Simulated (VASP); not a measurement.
# AgI (P6_3mc) in VASP: a series of runs

AgI is run at these levels: PBE; tasks: single point.

Program: VASP 6.6.1. These are calculated values, not measurements. Logs are shortened: lines on timing, memory, paths and dates and some standing lists are left out, and cuts for length are marked.

### Step 1. The cell of the first run

The structure is hexagonal, space group P6_3mc (No. 186). The conventional cell has a = 4.686 Å, b = 4.686 Å, c = 7.661 Å, α = 90.00°, β = 90.00°, γ = 120.00°. Within 3.8 Å of Ag (site symmetry 3m) lie 4 I at 2.87 Å. Within 3.8 Å of I (site symmetry 3m) lie 4 Ag at 2.87 Å.

### Step 2. Single point, PBE

INCAR reads:

```
PREC = Accurate ; ENCUT = 500
EDIFF = 1E-6 ; ISMEAR = 0
SIGMA = 0.02 ; LREAL = F
LASPH = T ; NELM = 120
ALGO = Normal ; ISIF = 2
LWAVE = F ; LCHARG = T
GGA = PE ; LELF = T
LVHAR = T ; NBANDS = 26
GGA_COMPAT = F
```

KPOINTS reads:

```
Automatic mesh
0
Gamma
  6 6 4
```

POSCAR reads:

```
AgI
1.0
    4.6862867910      0.0000000000      0.0000000000
   -2.3431433955      4.0584434104      0.0000000000
    0.0000000000      0.0000000000      7.6611325170
Ag I
2 2
Direct
    0.3333333333      0.6666666667      0.0024494374
    0.6666666667      0.3333333333      0.5024494374
    0.3333333333      0.6666666667      0.3774505626
    0.6666666667      0.3333333333      0.8774505626
```

Potentials or basis: VASP PAW PBE potentials, release 64 (Ag, I).

Command:

```bash
> cat potpaw_PBE.64/Ag/POTCAR potpaw_PBE.64/I/POTCAR > POTCAR
> mpirun -np 1 vasp_std > vasp.out
```

OUTCAR:

```text
PREC = Accurate
   ENCUT = 500
   EDIFF = 1E-6
   ISMEAR = 0
   LREAL = F
   LASPH = T
   NELM = 120
   ISIF = 2
   GGA = PE

 ion  position               nearest neighbor table
   1  0.333  0.667  0.002-   4 2.87   4 2.87   4 2.87   3 2.87
   2  0.667  0.333  0.502-   3 2.87   3 2.87   3 2.87   4 2.87
   3  0.333  0.667  0.377-   2 2.87   2 2.87   2 2.87   1 2.87
   4  0.667  0.333  0.877-   1 2.87   1 2.87   1 2.87   2 2.87

  LATTYP: Found a hexagonal cell.
 ALAT       =     4.6862867910
 C/A-ratio  =     1.6347980520

  Lattice vectors:

 A1 = (   4.6862867910,   0.0000000000,   0.0000000000)
 A2 = (  -2.3431433955,   4.0584434104,   0.0000000000)
 A3 = (   0.0000000000,   0.0000000000,   7.6611325170)

Analysis of symmetry for initial positions (statically):
=====================================================================
 Subroutine PRICEL returns:
 Original cell was already a primitive cell.

 Routine SETGRP: Setting up the symmetry group for a
 hexagonal supercell.

 Subroutine GETGRP returns: Found 12 space group operations
 (whereof  6 operations were pure point group operations)
 out of a pool of 24 trial point group operations.

The static configuration has the point symmetry C_3v.
 The point group associated with its full space group is C_6v.

Analysis of symmetry for dynamics (positions and initial velocities):
=====================================================================
 Subroutine PRICEL returns:
 Original cell was already a primitive cell.

 Routine SETGRP: Setting up the symmetry group for a
 hexagonal supercell.

 Subroutine GETGRP returns: Found 12 space group operations
 (whereof  6 operations were pure point group operations)
 out of a pool of 24 trial point group operations.

The dynamic configuration has the point symmetry C_3v.
 The point group associated with its full space group is C_6v.

 Subroutine INISYM returns: Found 12 space group operations
 (whereof  6 operations are pure point group operations),
 and found     1 'primitive' translations

----------------------------------------------------------------------------------------

                                     Primitive cell

  volume of cell :     145.7073

  direct lattice vectors                    reciprocal lattice vectors
     4.686286791  0.000000000  0.000000000     0.213388562  0.123199944  0.000000000
    -2.343143395  4.058443410  0.000000000     0.000000000  0.246399888  0.000000000
     0.000000000  0.000000000  7.661132517     0.000000000  0.000000000  0.130529004

  length of vectors
     4.686286791  4.686286791  7.661132517     0.246399888  0.246399888  0.130529004

  position of ions in fractional coordinates (direct lattice)
     0.333333333  0.666666667  0.002449437
     0.666666667  0.333333333  0.502449437
     0.333333333  0.666666667  0.377450563
     0.666666667  0.333333333  0.877450563

  ion indices of the primitive-cell ions
   primitive index   ion index
                 1           1
                 2           2
                 3           3
                 4           4

----------------------------------------------------------------------------------------

 KPOINTS: Automatic mesh

Automatic generation of k-mesh.
 Grid dimensions read from file:
 generate k-points for:    6    6    4

 Generating k-lattice:

  Cartesian coordinates                     Fractional coordinates (reciprocal lattice)
     0.035564760  0.020533324  0.000000000     0.166666667 -0.000000000  0.000000000
     0.000000000  0.041066648  0.000000000     0.000000000  0.166666667  0.000000000
     0.000000000  0.000000000  0.032632251     0.000000000  0.000000000  0.250000000

  Length of vectors
     0.041066648  0.041066648  0.032632251

  Shift w.r.t. Gamma in fractional coordinates (k-lattice)
     0.000000000  0.000000000  0.000000000

 Subroutine IBZKPT returns following result:
 ===========================================

 Found     21 irreducible k-points:

 Following reciprocal coordinates:
            Coordinates               Weight
  0.000000  0.000000  0.000000      1.000000
  0.166667  0.000000  0.000000      6.000000
  0.333333  0.000000  0.000000      6.000000
  0.500000 -0.000000  0.000000      3.000000
  0.166667  0.166667  0.000000      6.000000
  0.333333  0.166667  0.000000     12.000000
[... 13 lines left out ...]
  0.333333  0.166667  0.500000     12.000000
  0.333333  0.333333  0.500000      2.000000
   k-points           NKPTS =     21   k-points in BZ     NKDIM =     21   number of bands    NBANDS=     26
   number of dos      NEDOS =    301   number of ions     NIONS =      4
   total plane-waves  NPLWV =  72576
   dimension x,y,z NGX =    36 NGY =   36 NGZ =   56
   dimension x,y,z NGXF=    72 NGYF=   72 NGZF=  112
   ions per type =               2   2
   NGX,Y,Z   is equivalent  to a cutoff of  12.77, 12.77, 12.15 a.u.
   NGXF,Y,Z  is equivalent  to a cutoff of  25.54, 25.54, 24.30 a.u.
 SYSTEM =  unknown system
   PREC   = accura    normal or accurate (medium, high low for compatibility)
   ISTART =      0    job   : 0-new  1-cont  2-samecut
   ICHARG =      2    charge: 1-file 2-atom 10-const
   ISPIN  =      1    spin polarized calculation?
   LNONCOLLINEAR =      F non collinear calculations
   LSORBIT =      F    spin-orbit coupling
   LASPH  =      T    aspherical Exc in radial PAW
   ENCUT  =  500.0 eV  36.75 Ry    6.06 a.u.   8.54  8.54 13.97*2*pi/ulx,y,z
   NELM   =    120;   NELMIN=  2; NELMDL= -5     # of ELM steps
   EDIFF  = 0.1E-05   stopping-criterion for ELM
   LREAL  =      F    real-space projection
   EDIFFG = 0.1E-04   stopping-criterion for IOM
   NSW    =      0    number of steps for IOM
   IBRION =     -1    ionic relax: 0-MD 1-quasi-New 2-CG
   NFREE  =      0    steps in history (QN), initial steepest desc. (CG)
   ISIF   =      2    stress and relaxation
   ISYM   =      2    0-nonsym 1-usesym 2-fastsym
   POTIM  = 0.5000    time-step for ionic-motion
   TEBEG  =    0.0;   TEEND  =   0.0 temperature during run
   PSTRESS=    0.0 pullay stress
   NELECT =      36.0000    total number of electrons
   NUPDOWN=      -1.0000    fix difference up-down
   EMIN   =  10.00;   EMAX   =-10.00  energy-range for DOS
   EFERMI =   0.00;   METHOD = LEGACY
   ISMEAR =     0;   SIGMA  =   0.02  broadening in eV -4-tet -1-fermi 0-gaus
   EFERMI_NEDOS =   21; number of points for ismear=-14 and -15
   IALGO  =     38    algorithm
   IMIX   =      4    mixing-type and parameters
     AMIX     =   0.40;   BMIX     =  1.00
     AMIX_MAG =   1.60;   BMIX_MAG =  1.00
  volume/ion in A,a.u.               =      36.43       245.82
  Fermi-wavevector in a.u.,A,eV,Ry     =   1.027264  1.941247 14.357826  1.055270
  Thomas-Fermi vector in A             =   2.161199
   LORBIT       =      0    0 simple, 1 ext, 2 COOP (PROOUT), +10 PAW based schemes
   GGA     = PE    functional components
   LHFCALC =     F    Hartree Fock is set to
   AEXX    =    0.0000 exact exchange contribution
   IVDW    =     0    specifies the selected vdW correction
   LEPSILON=     F    determine dielectric tensor
   LRPA    =     F    only Hartree local field effects (RPA)
 non-spin polarized calculation
 Gauss-broadening in eV      SIGMA  =   0.02
  energy-cutoff  :      500.00
  volume of cell :      145.71
 maximum number of plane-waves:      3730
 NGX is ok and might be reduce to    36
   NGX = 17   NGY = 17   NGZ = 27

 number of electron      35.9999997 magnetization

 Free energy of the ion-electron system (eV)
  ---------------------------------------------------
  ext. energy  EPLUGINS =         0.00000000
  ---------------------------------------------------
  free energy    TOTEN  =        -9.58037761 eV

  energy without entropy =       -9.58037761  energy(sigma->0) =       -9.58037761

 E-fermi :   2.5807     XC(G=0):  -8.1435

 val. band max:        2.4646084311   @ k =   0.0000   0.0000   0.0000
 cond. band min:       3.8333173308   @ k =   0.0000   0.0000   0.0000
 fundamental gap:      1.3687088996
 Fermi energy:         2.5807466026

 k-point     1 :       0.0000    0.0000    0.0000
  band No.  band energies     occupation
      1     -10.0127      2.00000
      2      -9.7677      2.00000
      3      -1.3819      2.00000
      4      -1.3812      2.00000
      5      -1.3812      2.00000
      6      -1.2812      2.00000
[... 18 lines left out ...]
     25       9.1622      0.00000
     26       9.6721      0.00000

 k-point     2 :       0.1667    0.0000    0.0000
  band No.  band energies     occupation
      1      -9.9599      2.00000
      2      -9.7421      2.00000
      3      -1.4250      2.00000
      4      -1.3450      2.00000
      5      -1.3407      2.00000
      6      -1.2528      2.00000
[... 18 lines left out ...]
     25       9.3577      0.00000
     26       9.6557      0.00000

 k-point     3 :       0.3333    0.0000    0.0000
  band No.  band energies     occupation
      1      -9.8423      2.00000
      2      -9.6983      2.00000
      3      -1.4793      2.00000
      4      -1.3383      2.00000
      5      -1.2652      2.00000
      6      -1.1518      2.00000
[... 18 lines left out ...]
     25       9.8643      0.00000
     26      10.1850      0.00000

 k-point     4 :       0.5000   -0.0000    0.0000
  band No.  band energies     occupation
      1      -9.7695      2.00000
      2      -9.6882      2.00000
      3      -1.4653      2.00000
      4      -1.3570      2.00000
      5      -1.2316      2.00000
      6      -1.0650      2.00000
[... 18 lines left out ...]
     25       9.9443      0.00000
     26      11.5222      0.00000
[... 409 lines left out ...]
      1      -9.7910      2.00000
      2      -9.7910      2.00000
      3      -1.4926      2.00000
      4      -1.4926      2.00000
      5      -1.2431      2.00000
      6      -1.2431      2.00000
[... 18 lines left out ...]
     25       9.5622      0.00000
     26       9.5622      0.00000

 k-point    20 :       0.3333    0.1667    0.5000
  band No.  band energies     occupation
      1      -9.7279      2.00000
      2      -9.7279      2.00000
      3      -1.4758      2.00000
      4      -1.4758      2.00000
      5      -1.1729      2.00000
      6      -1.1729      2.00000
[... 18 lines left out ...]
     25       9.9383      0.00000
     26       9.9383      0.00000

 k-point    21 :       0.3333    0.3333    0.5000
  band No.  band energies     occupation
      1      -9.7067      2.00000
      2      -9.7067      2.00000
      3      -1.3694      2.00000
      4      -1.3694      2.00000
      5      -1.2213      2.00000
      6      -1.2213      2.00000
[... 18 lines left out ...]
     25      10.6761      0.00000
     26      10.6762      0.00000

------------------------ aborting loop because EDIFF is reached ----------------------------------------

  FORCE on cell =-STRESS in cart. coord.  units (eV):
  Direction    XX          YY          ZZ          XY          YZ          ZX
  --------------------------------------------------------------------------------------
  -------------------------------------------------------------------------------------
  Total       -0.0592510     -0.0592510     -0.0588751      0.0000000      0.0000000      0.0000000
  in kB       -0.6515152     -0.6515152     -0.6473826      0.0000000      0.0000000      0.0000000
  external PRESSURE =      -0.6501377 kB  Pullay stress =       0.0000000 kB

 VOLUME and BASIS-vectors are now :
 -----------------------------------------------------------------------------
  energy-cutoff  :      500.00
  volume of cell :      145.71
      direct lattice vectors                 reciprocal lattice vectors
     4.686286791  0.000000000  0.000000000     0.213388562  0.123199944  0.000000000
    -2.343143395  4.058443410  0.000000000     0.000000000  0.246399888  0.000000000
     0.000000000  0.000000000  7.661132517     0.000000000  0.000000000  0.130529004

 POSITION                                       TOTAL-FORCE (eV/Angst)
 -----------------------------------------------------------------------------------
     -0.00000      2.70563      0.01877        -0.000000      0.000000      0.000670
      2.34314      1.35281      3.84933         0.000000     -0.000000      0.000670
     -0.00000      2.70563      2.89170         0.000000      0.000000     -0.000670
      2.34314      1.35281      6.72227        -0.000000      0.000000     -0.000670
 -----------------------------------------------------------------------------------
    total drift:                               -0.000000      0.000000     -0.000403

  FREE ENERGIE OF THE ION-ELECTRON SYSTEM (eV)
  ---------------------------------------------------
  free  energy   TOTEN  =        -9.5803776084 eV

  energy  without entropy=       -9.5803776084  energy(sigma->0) =       -9.58037761
```

Run time: 35 s. Hardware: 1 thread of Intel Xeon 6975P-C (Granite Rapids), shared host; peak memory 0.27 GiB.

What came out:

| Property | Result |
| --- | --- |
| Free energy | -9.5804 eV |
| Pressure | -0.1 GPa |
| Band gap on the k mesh | 1.37 eV |

Caveat: spin-orbit coupling is left out, which moves the levels of the heavy elements.

### Step 3. Single point, PBE

INCAR reads:

```
SYSTEM = AgI
PREC = Accurate
ENCUT = 500
EDIFF = 1E-6
ISMEAR = 0
SIGMA = 0.02
LREAL = .False.
LASPH = .True.
NELM = 120
ALGO = Normal
ISIF = 2
LWAVE = .False.
LCHARG = .False.
GGA = PE
NBANDS = 26
GGA_COMPAT = .False.
```

KPOINTS reads:

```
Automatic mesh
0
Gamma
  6 6 4
  0 0 0
```

POSCAR is that of step 2.

Potentials or basis: VASP PAW PBE potentials, release 64 (Ag, I).

Command:

```bash
> cat potpaw_PBE.64/Ag/POTCAR potpaw_PBE.64/I/POTCAR > POTCAR
> mpirun -np 1 vasp_std > vasp.out
```

Run time: 36 s. Hardware: 1 thread of Intel Xeon 6975P-C (Granite Rapids), shared host; peak memory 0.27 GiB.

It converged, with:

```
Free energy            : -9.5804 eV
Pressure               : -0.1 GPa
Band gap on the k mesh : 1.37 eV
```

Levels at points of the mesh, in eV from the valence-band top:
| k point | band 16 | band 17 | band 18 | band 19 | band 20 | band 21 |
| --- | --- | --- | --- | --- | --- | --- |
| (0.00, 0.00, 0.00) | -0.06 | 0.00 | 0.00 | 1.37 | 2.67 | 5.85 |
| (0.50, 0.00, 0.00) | -1.59 | -0.91 | -0.64 | 3.31 | 3.65 | 4.90 |
| (0.00, 0.00, 0.50) | -0.32 | -0.32 | -0.32 | 2.64 | 2.64 | 5.65 |
| (0.50, 0.00, 0.50) | -1.11 | -1.11 | -1.11 | 3.30 | 3.30 | 4.94 |

Caveat: spin-orbit coupling is left out, which moves the levels of the heavy elements.

### Step 4. Single point, PBE (biaxial strain in the a-b plane: +1.5 %, then relaxed in part)

INCAR reads:

```
SYSTEM = AgI
PREC     = Accurate       ! precision mode
ENCUT    = 500            ! plane-wave cutoff, eV
EDIFF    = 1E-6           ! SCF threshold, eV
ISMEAR   = 0              ! smearing method
SIGMA    = 0.02           ! smearing width, eV
LREAL    = .FALSE.        ! projectors in reciprocal space
LASPH    = .TRUE.         ! aspherical terms in the spheres
NELM     = 120            ! most SCF steps
ALGO     = Normal         ! electronic algorithm
ISIF     = 2              ! what is computed and relaxed
LWAVE    = .FALSE.        ! write WAVECAR
LCHARG   = .FALSE.        ! write CHGCAR
GGA      = PE             ! functional
NBANDS   = 26             ! bands
GGA_COMPAT= .FALSE.
```

KPOINTS reads:

```
Automatic mesh
0
G
  6 6 4
  0 0 0
```

POSCAR reads:

```
AgI
1.0
    4.7565810929      0.0000000000      0.0000000000
   -2.3782905464      4.1193200616      0.0000000000
    0.0000000000      0.0000000000      7.5455292486
Ag I
2 2
Direct
    0.3333333333      0.6666666667     -0.0012868476
    0.6666666667      0.3333333333      0.4987131524
    0.3333333333      0.6666666667      0.3811868476
    0.6666666667      0.3333333333      0.8811868476
```

Potentials or basis: VASP PAW PBE potentials, release 64 (Ag, I).

Command:

```bash
> cat potpaw_PBE.64/Ag/POTCAR potpaw_PBE.64/I/POTCAR > POTCAR
> mpirun -np 1 vasp_std > vasp.out
```

OUTCAR:

```text
SYSTEM = AgI
   PREC = Accurate
   ENCUT = 500
   EDIFF = 1E-6
   ISMEAR = 0
   LREAL = .FALSE.
   LASPH = .TRUE.
   NELM = 120
   ISIF = 2
   GGA = PE

 ion  position               nearest neighbor table
   1  0.333  0.667  0.999-   4 2.89   4 2.89   4 2.89   3 2.89
   2  0.667  0.333  0.499-   3 2.89   3 2.89   3 2.89   4 2.89
   3  0.333  0.667  0.381-   2 2.89   2 2.89   2 2.89   1 2.89
   4  0.667  0.333  0.881-   1 2.89   1 2.89   1 2.89   2 2.89

  LATTYP: Found a hexagonal cell.
 ALAT       =     4.7565810929
 C/A-ratio  =     1.5863346175

  Lattice vectors:

 A1 = (   4.7565810929,   0.0000000000,   0.0000000000)
 A2 = (  -2.3782905464,   4.1193200616,   0.0000000000)
 A3 = (   0.0000000000,   0.0000000000,   7.5455292486)

Analysis of symmetry for initial positions (statically):
=====================================================================
 Subroutine PRICEL returns:
 Original cell was already a primitive cell.

 Routine SETGRP: Setting up the symmetry group for a
 hexagonal supercell.

 Subroutine GETGRP returns: Found 12 space group operations
 (whereof  6 operations were pure point group operations)
 out of a pool of 24 trial point group operations.

[... 166 lines left out ...]

 val. band max:        2.2998694010   @ k =   0.0000   0.0000   0.0000
 cond. band min:       3.6848851601   @ k =   0.0000   0.0000   0.0000
 fundamental gap:      1.3850157590
 Fermi energy:         2.4021445180

 k-point     1 :       0.0000    0.0000    0.0000
  band No.  band energies     occupation
      1     -10.0905      2.00000
      2      -9.8389      2.00000
      3      -1.4654      2.00000
      4      -1.4654      2.00000
      5      -1.4019      2.00000
      6      -1.3573      2.00000
[... 598 lines left out ...]
     25      10.3991      0.00000
     26      10.3992      0.00000

------------------------ aborting loop because EDIFF is reached ----------------------------------------

  FORCE on cell =-STRESS in cart. coord.  units (eV):
  Direction    XX          YY          ZZ          XY          YZ          ZX
  --------------------------------------------------------------------------------------
  -------------------------------------------------------------------------------------
  Total       -0.6255488     -0.6255488     -0.1016863     -0.0000000      0.0000000      0.0000000
  in kB       -6.7789371     -6.7789371     -1.1019528     -0.0000000      0.0000000      0.0000000
  external PRESSURE =      -4.8866090 kB  Pullay stress =       0.0000000 kB

 VOLUME and BASIS-vectors are now :
 -----------------------------------------------------------------------------
  energy-cutoff  :      500.00
  volume of cell :      147.85
      direct lattice vectors                 reciprocal lattice vectors
     4.756581093  0.000000000  0.000000000     0.210235037  0.121379255  0.000000000
    -2.378290546  4.119320062  0.000000000     0.000000000  0.242758510  0.000000000
     0.000000000  0.000000000  7.545529249     0.000000000  0.000000000  0.132528808

 POSITION                                       TOTAL-FORCE (eV/Angst)
 -----------------------------------------------------------------------------------
     -0.00000      2.74621      7.53582         0.000000     -0.000000     -0.002093
      2.37829      1.37311      3.76305        -0.000000      0.000000     -0.002093
     -0.00000      2.74621      2.87626        -0.000000      0.000000      0.002093
      2.37829      1.37311      6.64902         0.000000     -0.000000      0.002093
 -----------------------------------------------------------------------------------
    total drift:                               -0.000000     -0.000000      0.000430

  FREE ENERGIE OF THE ION-ELECTRON SYSTEM (eV)
  ---------------------------------------------------
  free  energy   TOTEN  =        -9.5722362450 eV

  energy  without entropy=       -9.5722362450  energy(sigma->0) =       -9.57223624
```

Run time: 34 s. Hardware: 1 thread of Intel Xeon 6975P-C (Granite Rapids), shared host; peak memory 0.28 GiB.

What came out:

```yaml
Free_energy: -9.5722 eV
Pressure: -0.5 GPa
Band_gap_on_the_k_mesh: 1.39 eV
```

Forces on the atoms (eV/Å):
```
Ag   0.000  0.000 -0.002
Ag   0.000  0.000 -0.002
I    0.000  0.000  0.002
I    0.000  0.000  0.002
```

Levels at points of the mesh, in eV from the valence-band top:
```tsv
k point	band 16	band 17	band 18	band 19	band 20	band 21
(0.00, 0.00, 0.00)	-0.05	0.00	0.00	1.38	2.53	5.79
(0.50, 0.00, 0.00)	-1.58	-0.84	-0.65	3.35	3.57	5.02
(0.00, 0.00, 0.50)	-0.32	-0.32	-0.32	2.60	2.60	5.71
(0.50, 0.00, 0.50)	-1.11	-0.99	-0.99	3.38	3.38	4.94
```

Caveat: the cell differs from its parent crystal (biaxial strain in the a-b plane: +1.5 %, then relaxed in part); spin-orbit coupling is left out, which moves the levels of the heavy elements.
